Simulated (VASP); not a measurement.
# Sc (P6_3/mmc) in VASP: a series of runs, part 2 of 2

VASP 6.6.1.

### Step 4. Single point, LDA (volume scaled by 0.68)

The input, INCAR:

```
PREC     = Accurate       # precision mode
ENCUT    = 520            # plane-wave cutoff, eV
EDIFF    = 1E-7           # SCF threshold, eV
ISMEAR   = -1             # smearing method
SIGMA    = 0.05           # smearing width, eV
LREAL    = False          # projectors in reciprocal space
LASPH    = True           # aspherical terms in the spheres
NELM     = 80             # most SCF steps
ALGO     = Normal         # electronic algorithm
ISIF     = 2              # what is computed and relaxed
LWAVE    = False          # write WAVECAR
LCHARG   = False          # write CHGCAR
GGA      = CA             # functional
NBANDS   = 18             # bands
```

The input, KPOINTS:

```
regular mesh
0
Gamma
  15 15 8
```

The input, POSCAR:

```
Sc
1.0
    2.8282006296      0.0000000000      0.0000000000
   -1.4141003148      2.4492935922      0.0000000000
    0.0000000000      0.0000000000      4.4249340386
Sc
2
Direct
    0.3333333333      0.6666666667      0.2500000000
    0.6666666667      0.3333333333      0.7500000000
```

Potentials or basis: VASP PAW LDA potentials, release 64 (Sc_sv).

Command:

```console
cat potpaw_LDA.64/Sc_sv/POTCAR > POTCAR
mpirun -np 1 vasp_std > vasp.out
```

OUTCAR:

```text
PREC = Accurate
   ENCUT = 520
   EDIFF = 1E-7
   ISMEAR = -1
   LREAL = False
   LASPH = True
   NELM = 80
   ISIF = 2
   GGA = CA

 ion  position               nearest neighbor table
   1  0.333  0.667  0.250-   2 2.75   2 2.75   2 2.75   2 2.75   2 2.75   2 2.75
   2  0.667  0.333  0.750-   1 2.75   1 2.75   1 2.75   1 2.75   1 2.75   1 2.75

  LATTYP: Found a hexagonal cell.
 ALAT       =     2.8282006296
 C/A-ratio  =     1.5645757208

  Lattice vectors:

 A1 = (   2.8282006296,   0.0000000000,   0.0000000000)
 A2 = (  -1.4141003148,   2.4492935922,   0.0000000000)
 A3 = (   0.0000000000,   0.0000000000,   4.4249340386)

Analysis of symmetry for initial positions (statically):
=====================================================================
 Subroutine PRICEL returns:
 Original cell was already a primitive cell.

 Routine SETGRP: Setting up the symmetry group for a
 hexagonal supercell.

 Subroutine GETGRP returns: Found 24 space group operations
 (whereof 12 operations were pure point group operations)
[... 156 lines left out ...]
 number of electron      22.0000000 magnetization

 Free energy of the ion-electron system (eV)
  ---------------------------------------------------
  ext. energy  EPLUGINS =         0.00000000
  ---------------------------------------------------
  free energy    TOTEN  =       -11.98667866 eV

  energy without entropy =      -11.96538240  energy(sigma->0) =      -11.97603053

 E-fermi :   6.8041     XC(G=0): -12.2893

 val. band max:        6.7728474745   @ k =   0.3333   0.2667   0.5000
 cond. band min:       6.8054551585   @ k =   0.4000   0.0667   0.2500
 fundamental gap:      0.0326076841
 Fermi energy:         6.8041464020

 k-point     1 :       0.0000    0.0000    0.0000
  band No.  band energies     occupation
      1     -41.1779      2.00000
      2     -40.6999      2.00000
      3     -21.0329      2.00000
      4     -19.4747      2.00000
      5     -19.4747      2.00000
      6     -19.2144      2.00000
[... 481 lines left out ...]
      5     -20.0825      2.00000
      6     -20.0811      2.00000
[... 10 lines left out ...]
     17      12.8215      0.00000
     18      12.9935      0.00000

 [... further k-points ...]
[... 5 lines left out ...]
  --------------------------------------------------------------------------------------
  -------------------------------------------------------------------------------------
  Total        7.9593219      7.9593219      7.9877787      0.0000000      0.0000000      0.0000000
  in kB      416.0339670    416.0339670    417.5214026      0.0000000      0.0000000      0.0000000
  external PRESSURE =     416.5297788 kB  Pullay stress =       0.0000000 kB

 VOLUME and BASIS-vectors are now :
 -----------------------------------------------------------------------------
  energy-cutoff  :      520.00
  volume of cell :       30.65
      direct lattice vectors                 reciprocal lattice vectors
     2.828200630  0.000000000  0.000000000     0.353581705  0.204140492  0.000000000
    -1.414100315  2.449293592  0.000000000     0.000000000  0.408280985  0.000000000
     0.000000000  0.000000000  4.424934039     0.000000000  0.000000000  0.225992069

 POSITION                                       TOTAL-FORCE (eV/Angst)
 -----------------------------------------------------------------------------------
     -0.00000      1.63286      1.10623         0.000000     -0.000000      0.000000
      1.41410      0.81643      3.31870        -0.000000      0.000000      0.000000
 -----------------------------------------------------------------------------------
    total drift:                               -0.000000      0.000000     -0.000000

  FREE ENERGIE OF THE ION-ELECTRON SYSTEM (eV)
  ---------------------------------------------------
  free  energy   TOTEN  =       -11.9866786636 eV

  energy  without entropy=      -11.9653824038  energy(sigma->0) =      -11.97603053
```

OSZICAR:

```text
N       E                     dE             d eps       ncg     rms          rms(c)
DAV:   1     0.325558057214E+03    0.32556E+03   -0.11025E+04  4892   0.148E+03
DAV:   2     0.353291875314E+01   -0.32203E+03   -0.31720E+03  5612   0.569E+02
DAV:   3    -0.124489038433E+02   -0.15982E+02   -0.15412E+02  7850   0.168E+02
DAV:   4    -0.127308351566E+02   -0.28193E+00   -0.27993E+00  7306   0.195E+01
DAV:   5    -0.127338181259E+02   -0.29830E-02   -0.29800E-02  8114   0.200E+00    0.148E+01
DAV:   6    -0.121097245523E+02    0.62409E+00   -0.11381E+00  6406   0.144E+01    0.596E+00
DAV:   7    -0.119948669365E+02    0.11486E+00   -0.36926E-01  6566   0.762E+00    0.775E-01
DAV:   8    -0.119867186726E+02    0.81483E-02   -0.16769E-02  6564   0.173E+00    0.963E-02
DAV:   9    -0.119866690086E+02    0.49664E-04   -0.70246E-04  7604   0.387E-01    0.162E-02
DAV:  10    -0.119866786500E+02   -0.96414E-05   -0.21678E-05  7058   0.614E-02    0.458E-03
DAV:  11    -0.119866786636E+02   -0.13548E-07   -0.46696E-07  6332   0.854E-03
   1 F= -.11986679E+02 E0= -.11976031E+02  d E =-.212963E-01
```

Run time: 40 s. Hardware: 1 thread of AMD EPYC 9R45 (Zen 5), shared host; peak memory 0.15 GiB.

What came out:

```
Free energy            : -11.9867 eV
Pressure               : 41.7 GPa
Band gap on the k mesh : zero (band 11 reaches 8.75 eV, above the bottom of band 12 at 6.21 eV)
```

Levels at points of the mesh, in eV from the Fermi level:
```
           k point  band 9  band 10  band 11  band 12  band 13  band 14
(0.00, 0.00, 0.00)   -5.47    -2.48     1.95     1.95     2.39     2.65
(0.00, 0.00, 0.50)   -3.34    -3.34     1.23     1.23     1.82     1.82
```

### Step 5. Single point, LDA (volume scaled by 0.68)

The input, INCAR:

```
PREC = Accurate
ENCUT = 520
EDIFF = 1E-7
ISMEAR = -1
SIGMA = 0.05
LREAL = False
LASPH = True
NELM = 60
ALGO = Normal
ISIF = 2
LWAVE = False
LCHARG = True
LELF = True
LVHAR = True
NBANDS = 18
```

The input, KPOINTS:

```
Automatic mesh
0
Gamma
  15 15 8
```

POSCAR is that of step 4.

Command:

```console
cat potpaw_LDA.64/Sc_sv/POTCAR > POTCAR
mpirun -np 1 vasp_std > vasp.out
```

It took 42 s on 1 thread of AMD EPYC 9R45 (Zen 5), shared host; peak memory 0.15 GiB.

Results (log left out):

```
Free energy            : -11.9867 eV
Pressure               : 41.7 GPa
Band gap on the k mesh : zero (band 11 reaches 8.75 eV, above the bottom of band 12 at 6.21 eV)
```

Stress tensor (GPa, compression positive):
```
41.60  0.00  0.00
 0.00 41.60  0.00
 0.00  0.00 41.75
```

Levels at points of the mesh, in eV from the Fermi level:
| k point | band 7 | band 8 | band 9 | band 10 | band 11 | band 12 | band 13 | band 14 | band 15 | band 16 |
| --- | --- | --- | --- | --- | --- | --- | --- | --- | --- | --- |
| (0.00, 0.00, 0.00) | -26.02 | -25.93 | -5.47 | -2.48 | 1.95 | 1.95 | 2.39 | 2.65 | 2.79 | 2.79 |
| (0.00, 0.00, 0.50) | -26.15 | -26.15 | -3.34 | -3.34 | 1.23 | 1.23 | 1.82 | 1.82 | 1.82 | 1.82 |

### Step 6. Overview

```csv
cell,smearing,gap on the mesh (eV),pressure (GPa)
"a = 2.476, b = 2.476, c = 4.245 Å, angles 90.0, 90.0, 120.0°, 2 atoms",fermi-dirac 0.05 eV,none,108.7
"a = 2.647, b = 2.647, c = 4.309 Å, angles 90.0, 90.0, 120.0°, 2 atoms",tetrahedron,none,72.2
"a = 2.828, b = 2.828, c = 4.425 Å, angles 90.0, 90.0, 120.0°, 2 atoms",fermi-dirac 0.05 eV,none,41.7
```

Alike in all rows: task single point; level LDA; potentials or basis VASP PAW LDA potentials, release 64 (Sc_sv); no spin polarisation; k mesh 15 × 15 × 8; cutoff (eV) 520.

Total energies depend on the potentials used, so only differences within one code and one set of settings carry meaning.
